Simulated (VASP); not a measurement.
# Os (Pm-3m) in VASP: further runs, part 2 of 2

VASP 6.6.1. The steps go on from the part before.

## Step 4: Relaxation of cell and atoms, LDA

This run uses another cell than the first one, of 15.44 Å³/atom.

File INCAR:

```
PREC = Accurate
ENCUT = 600
EDIFF = 1E-7
ISMEAR = -1
SIGMA = 0.05
LREAL = F
LASPH = T
NELM = 100
ALGO = Normal
ISIF = 3
LWAVE = F
LCHARG = F
GGA = CA
IBRION = 2
NSW = 60
EDIFFG = -0.01
```

File KPOINTS:

```
regular mesh
0
Gamma
  19 19 19
```

File POSCAR:

```
Os
1.0
    2.4900000000      0.0000000000      0.0000000000
    0.0000000000      2.4900000000      0.0000000000
    0.0000000000      0.0000000000      2.4900000000
Os
1
Direct
    0.0000000000      0.0000000000      0.0000000000
```

Potentials or basis: VASP PAW LDA potentials, release 64 (Os).

Run with:

```
$ cat potpaw_LDA.64/Os/POTCAR > POTCAR
$ mpirun -np 1 vasp_std > vasp.out
```

OUTCAR:

```text
PREC = Accurate
   ENCUT = 600
   EDIFF = 1E-7
   ISMEAR = -1
   LREAL = F
   LASPH = T
   NELM = 100
   ISIF = 3
   GGA = CA
   IBRION = 2
   NSW = 60
   EDIFFG = -0.01

 ion  position               nearest neighbor table
   1  0.000  0.000  0.000-

  LATTYP: Found a simple cubic cell.
 ALAT       =     2.4900000000

  Lattice vectors:

 A1 = (   2.4900000000,   0.0000000000,   0.0000000000)
 A2 = (   0.0000000000,   2.4900000000,   0.0000000000)
 A3 = (   0.0000000000,   0.0000000000,   2.4900000000)

Analysis of symmetry for initial positions (statically):
=====================================================================
 Subroutine PRICEL returns:
 Original cell was already a primitive cell.

 Routine SETGRP: Setting up the symmetry group for a
 simple cubic supercell.

 Subroutine GETGRP returns: Found 48 space group operations
 (whereof 48 operations were pure point group operations)
 out of a pool of 48 trial point group operations.

The static configuration has the point symmetry O_h .

Analysis of symmetry for dynamics (positions and initial velocities):
=====================================================================
 Subroutine PRICEL returns:
 Original cell was already a primitive cell.

 Routine SETGRP: Setting up the symmetry group for a
 simple cubic supercell.

 Subroutine GETGRP returns: Found 48 space group operations
 (whereof 48 operations were pure point group operations)
 out of a pool of 48 trial point group operations.

The dynamic configuration has the point symmetry O_h .

 Subroutine INISYM returns: Found 48 space group operations
 (whereof 48 operations are pure point group operations),
 and found     1 'primitive' translations

----------------------------------------------------------------------------------------

                                     Primitive cell

  volume of cell :      15.4382

  direct lattice vectors                    reciprocal lattice vectors
     2.490000000  0.000000000  0.000000000     0.401606426  0.000000000  0.000000000
     0.000000000  2.490000000  0.000000000     0.000000000  0.401606426  0.000000000
     0.000000000  0.000000000  2.490000000     0.000000000  0.000000000  0.401606426

  length of vectors
     2.490000000  2.490000000  2.490000000     0.401606426  0.401606426  0.401606426

  position of ions in fractional coordinates (direct lattice)
     0.000000000  0.000000000  0.000000000

  ion indices of the primitive-cell ions
   primitive index   ion index
                 1           1

----------------------------------------------------------------------------------------

 KPOINTS: regular mesh

Automatic generation of k-mesh.
 Grid dimensions read from file:
 generate k-points for:   19   19   19

 Generating k-lattice:

  Cartesian coordinates                     Fractional coordinates (reciprocal lattice)
     0.021137180  0.000000000  0.000000000     0.052631579  0.000000000  0.000000000
     0.000000000  0.021137180  0.000000000     0.000000000  0.052631579  0.000000000
     0.000000000  0.000000000  0.021137180     0.000000000  0.000000000  0.052631579

  Length of vectors
     0.021137180  0.021137180  0.021137180

  Shift w.r.t. Gamma in fractional coordinates (k-lattice)
     0.000000000  0.000000000  0.000000000

 Subroutine IBZKPT returns following result:
 ===========================================

 Found    220 irreducible k-points:

 Following reciprocal coordinates:
            Coordinates               Weight
  0.000000  0.000000  0.000000      1.000000
  0.052632  0.000000  0.000000      6.000000
  0.105263  0.000000  0.000000      6.000000
  0.157895  0.000000  0.000000      6.000000
  0.210526  0.000000  0.000000      6.000000
  0.263158  0.000000  0.000000      6.000000
[... 16 lines left out ...]
  0.263158  0.105263  0.000000     24.000000
  0.315789  0.105263  0.000000     24.000000
 [... further k-points ...]
   k-points           NKPTS =    220   k-points in BZ     NKDIM =    220   number of bands    NBANDS=      8
   number of dos      NEDOS =    301   number of ions     NIONS =      1
   total plane-waves  NPLWV =   8000
   dimension x,y,z NGX =    20 NGY =   20 NGZ =   20
   dimension x,y,z NGXF=    40 NGYF=   40 NGZF=   40
   ions per type =               1
   NGX,Y,Z   is equivalent  to a cutoff of  13.35, 13.35, 13.35 a.u.
   NGXF,Y,Z  is equivalent  to a cutoff of  26.71, 26.71, 26.71 a.u.
 SYSTEM =  unknown system
   PREC   = accura    normal or accurate (medium, high low for compatibility)
   ISTART =      0    job   : 0-new  1-cont  2-samecut
   ICHARG =      2    charge: 1-file 2-atom 10-const
   ISPIN  =      1    spin polarized calculation?
   LNONCOLLINEAR =      F non collinear calculations
   LSORBIT =      F    spin-orbit coupling
   LASPH  =      T    aspherical Exc in radial PAW
   ENCUT  =  600.0 eV  44.10 Ry    6.64 a.u.   4.97  4.97  4.97*2*pi/ulx,y,z
   NELM   =    100;   NELMIN=  2; NELMDL= -5     # of ELM steps
   EDIFF  = 0.1E-06   stopping-criterion for ELM
   LREAL  =      F    real-space projection
   EDIFFG = -.1E-01   stopping-criterion for IOM
   NSW    =     60    number of steps for IOM
   IBRION =      2    ionic relax: 0-MD 1-quasi-New 2-CG
   NFREE  =      1    steps in history (QN), initial steepest desc. (CG)
   ISIF   =      3    stress and relaxation
   ISYM   =      2    0-nonsym 1-usesym 2-fastsym
   POTIM  = 0.5000    time-step for ionic-motion
   TEBEG  =    0.0;   TEEND  =   0.0 temperature during run
   PSTRESS=    0.0 pullay stress
   NELECT =       8.0000    total number of electrons
   NUPDOWN=      -1.0000    fix difference up-down
   EMIN   =  10.00;   EMAX   =-10.00  energy-range for DOS
   EFERMI =   0.00;   METHOD = LEGACY
   ISMEAR =    -1;   SIGMA  =   0.05  broadening in eV -4-tet -1-fermi 0-gaus
   EFERMI_NEDOS =   21; number of points for ismear=-14 and -15
   IALGO  =     38    algorithm
   IMIX   =      4    mixing-type and parameters
     AMIX     =   0.40;   BMIX     =  1.00
     AMIX_MAG =   1.60;   BMIX_MAG =  1.00
  volume/ion in A,a.u.               =      15.44       104.18
  Fermi-wavevector in a.u.,A,eV,Ry     =   1.314939  2.484874 23.525338  1.729064
  Thomas-Fermi vector in A             =   2.445156
   LORBIT       =      0    0 simple, 1 ext, 2 COOP (PROOUT), +10 PAW based schemes
   GGA     = CA    functional components
   LHFCALC =     F    Hartree Fock is set to
   AEXX    =    0.0000 exact exchange contribution
   IVDW    =     0    specifies the selected vdW correction
   LEPSILON=     F    determine dielectric tensor
   LRPA    =     F    only Hartree local field effects (RPA)
 conjugate gradient relaxation of ions
 non-spin polarized calculation
  energy-cutoff  :      600.00
  volume of cell :       15.44
 maximum number of plane-waves:       531
 NGX is ok and might be reduce to    20
   NGX =  9   NGY =  9   NGZ =  9

--------------------------------------- Ionic step        1  -------------------------------------------

 number of electron       8.0000002 magnetization

 Free energy of the ion-electron system (eV)
  ---------------------------------------------------
  ext. energy  EPLUGINS =         0.00000000
  ---------------------------------------------------
  free energy    TOTEN  =       -11.06686148 eV

  energy without entropy =      -11.05672465  energy(sigma->0) =      -11.06179306

------------------------ aborting loop because EDIFF is reached ----------------------------------------

  FORCE on cell =-STRESS in cart. coord.  units (eV):
  Direction    XX          YY          ZZ          XY          YZ          ZX
  --------------------------------------------------------------------------------------
  -------------------------------------------------------------------------------------
  Total        1.0513777      1.0513777      1.0513777     -0.0000000      0.0000000     -0.0000000
  in kB      109.1116994    109.1116994    109.1116994     -0.0000000      0.0000000     -0.0000000
  external PRESSURE =     109.1116994 kB  Pullay stress =       0.0000000 kB
[... 92 lines left out ...]
--------------------------------------- Ionic step        4  -------------------------------------------

 number of electron       8.0000000 magnetization

 Free energy of the ion-electron system (eV)
  ---------------------------------------------------
  ext. energy  EPLUGINS =         0.00000000
  ---------------------------------------------------
  free energy    TOTEN  =       -11.08351534 eV

  energy without entropy =      -11.07280781  energy(sigma->0) =      -11.07816158

 E-fermi :   7.6987     XC(G=0): -13.2885

 val. band max:        7.6959429168   @ k =   0.3158   0.1053   0.1053
 cond. band min:       7.6990163079   @ k =   0.3158   0.2105   0.0000
 fundamental gap:      0.0030733912
 Fermi energy:         7.6987285286

 k-point     1 :       0.0000    0.0000    0.0000
  band No.  band energies     occupation
      1      -2.0806      2.00000
      2       1.3761      2.00000
      3       1.3761      2.00000
      4      10.1276      0.00000
      5      10.1276      0.00000
      6      10.1276      0.00000
      7      23.5448      0.00000
      8      23.5448      0.00000
[... 243 lines left out ...]
 k-point    24 :       0.3158    0.1053    0.0000
  band No.  band energies     occupation
      1       0.5606      2.00000
      2       2.3171      2.00000
      3       4.5930      2.00000
      4       7.2847      1.99949
      5       7.5459      1.91016
      6       9.9458      0.00000
      7      16.8920      0.00000
      8      24.9829      0.00000

 [... further k-points ...]
[... 5 lines left out ...]
  --------------------------------------------------------------------------------------
  -------------------------------------------------------------------------------------
  Total       -0.0024574     -0.0024574     -0.0024574     -0.0000000      0.0000000      0.0000000
  in kB       -0.2469490     -0.2469490     -0.2469490     -0.0000000      0.0000000      0.0000000
  external PRESSURE =      -0.2469490 kB  Pullay stress =       0.0000000 kB
[... 16 lines left out ...]
  FREE ENERGIE OF THE ION-ELECTRON SYSTEM (eV)
  ---------------------------------------------------
  free  energy   TOTEN  =       -11.0835153419 eV

  energy  without entropy=      -11.0728078130  energy(sigma->0) =      -11.07816158

 reached required accuracy - stopping structural energy minimisation
```

OSZICAR:

```text
N       E                     dE             d eps       ncg     rms          rms(c)
DAV:   1     0.336544931826E+02    0.33654E+02   -0.45707E+03  3568   0.103E+03
DAV:   2    -0.105616908315E+02   -0.44216E+02   -0.43258E+02  3656   0.225E+02
[... 32 lines left out ...]
DAV:   1    -0.110835973560E+02   -0.12656E-03   -0.23316E-03  3760   0.428E-01    0.141E-01
DAV:   2    -0.110835250385E+02    0.72317E-04   -0.15401E-04  4256   0.121E-01    0.420E-02
DAV:   3    -0.110835148013E+02    0.10237E-04   -0.46980E-05  4768   0.617E-02    0.470E-03
DAV:   4    -0.110835151904E+02   -0.38911E-06   -0.56446E-07  4096   0.572E-03    0.236E-03
DAV:   5    -0.110835153293E+02   -0.13885E-06   -0.15871E-07  4096   0.280E-03    0.746E-04
DAV:   6    -0.110835153419E+02   -0.12606E-07   -0.12819E-08  1768   0.118E-03
   4 F= -.11083515E+02 E0= -.11078162E+02  d E =-.166539E-01
```

CONTCAR:

```text
Os
   1.00000000000000
     2.5168686692947873   -0.0000000000000000   -0.0000000000000000
    -0.0000000000000000    2.5168686692947873   -0.0000000000000000
     0.0000000000000000    0.0000000000000000    2.5168686692947873
  Os
     1
Direct
     0.0000000000000000    0.0000000000000000    0.0000000000000000

  0.00000000E+00  0.00000000E+00  0.00000000E+00
```

It took 87 s on 1 thread of Intel Xeon 8259CL, shared host; peak memory 0.16 GiB.

What came out:

```yaml
Free_energy: -11.0835 eV
Relaxed_volume: 15.94 Å³/atom
Relaxed_cell: a = 2.517 Å, b = 2.517 Å, c = 2.517 Å, α = 90.00°, β = 90.00°, γ = 90.00°
Space_group_after_relaxing_to_0.1_Å: Pm-3m (No. 221)
Energy_gained_by_relaxing: 16.7 meV/atom
Ionic_steps: 4
Pressure_after_relaxing: 0.0 GPa
Band_gap_on_the_k_mesh: zero (bands 4 and 5 overlap by 6.24 eV)
```

Step by step:
| step | energy change (eV) | largest force (eV/Å) | pressure (GPa) | volume (Å³) |
| --- | --- | --- | --- | --- |
| 1 | 0.0000 | 0.0000 | 10.91 | 15.44 |
| 2 | 0.1746 | 0.0000 | -27.86 | 17.91 |
| 3 | -0.0166 | 0.0000 | -0.53 | 15.97 |
| 4 | -0.0167 | 0.0000 | -0.02 | 15.94 |

Final structure:
```xyz
1
Lattice="2.5169 0.0000 0.0000 0.0000 2.5169 0.0000 0.0000 0.0000 2.5169" Properties=species:S:1:pos:R:3 pbc="T T T"
Os    0.0000    0.0000    0.0000
```

Caveat: spin-orbit coupling is left out, which moves the levels of the heavy elements.

## Step 5: Relaxation of cell and atoms, LDA

File INCAR:

```
SYSTEM = Os
  ALGO = Normal
  EDIFF = 1E-7
  EDIFFG = -0.01
  ENCUT = 600
  GGA = CA
  IBRION = 2
  ISIF = 3
  ISMEAR = -1
  LASPH = .TRUE.
  LCHARG = .FALSE.
  LREAL = .FALSE.
  LWAVE = .FALSE.
  NELM = 100
  NSW = 60
  PREC = Accurate
  SIGMA = 0.05
```

File KPOINTS:

```
k-points
0
G
  18 18 18
  0 0 0
```

File POSCAR:

```
Os
1.0
    2.5164109050      0.0000000000      0.0000000000
    0.0000000000      2.5164109050      0.0000000000
    0.0000000000      0.0000000000      2.5164109050
Os
1
Direct
    0.0000000000      0.0000000000      0.0000000000
```

Run with:

```
$ cat potpaw_LDA.64/Os/POTCAR > POTCAR
$ mpirun -np 1 vasp_std > vasp.out
```

Run time: 53 s. Hardware: 1 thread of Intel Xeon 8259CL, shared host; peak memory 0.16 GiB.

It converged, with:

| Property | Result |
| --- | --- |
| Free energy | -11.0784 eV |
| Relaxed volume | 15.96 Å³/atom |
| Relaxed cell | a = 2.518 Å, b = 2.518 Å, c = 2.518 Å, α = 90.00°, β = 90.00°, γ = 90.00° |
| Space group after relaxing (to 0.1 Å) | Pm-3m (No. 221) |
| Energy gained by relaxing | 0.0 meV/atom |
| Ionic steps | 3 |
| Pressure after relaxing | 0.0 GPa |
| Band gap on the k mesh | zero (bands 4 and 5 overlap by 6.32 eV) |

Final structure:
```
Os
1.0
     2.51771    0.00000    0.00000
     0.00000    2.51771    0.00000
     0.00000    0.00000    2.51771
Os
1
Direct
  0.00000 0.00000 0.00000
```

Levels at points of the mesh, in eV from the Fermi level:
```
           k point  band 2  band 3  band 4  band 5  band 6  band 7
(0.00, 0.00, 0.00)   -6.30   -6.30    2.43    2.43    2.43   15.85
(0.50, 0.00, 0.00)   -5.41   -1.18   -1.06   -1.06    2.80    7.58
(0.50, 0.50, 0.00)   -4.74   -0.38   -0.38    4.69    4.69    5.01
(0.50, 0.50, 0.50)   -5.58   -5.58    5.26    5.26    8.39   11.71
```

Caveat: spin-orbit coupling is left out, which moves the levels of the heavy elements.

## Step 6: The runs side by side

```csv
task,cell,k mesh,cutoff (eV),gap on the mesh (eV),pressure (GPa),relaxed volume (Å³/atom)
single point,"a = 2.517 Å, 1 atom",18 × 18 × 18,520,none,0.0,-
single point,"a = 2.526 Å, 1 atom",18 × 18 × 18,520,none,-3.1,-
relaxation of cell and atoms,"relaxed from a = 2.490 Å, 1 atom",19 × 19 × 19,600,none,0.0,15.94
relaxation of cell and atoms,"relaxed from a = 2.516 Å, 1 atom",18 × 18 × 18,600,none,0.0,15.96
```

Alike in all rows: level LDA; potentials or basis VASP PAW LDA potentials, release 64 (Os); no spin polarisation; smearing fermi-dirac 0.05 eV.

Caveats: spin-orbit coupling is left out, which moves the levels of the heavy elements; the cell stands under tension (at least some runs).

Total energies depend on the potentials used, so only differences within one code and one set of settings carry meaning.
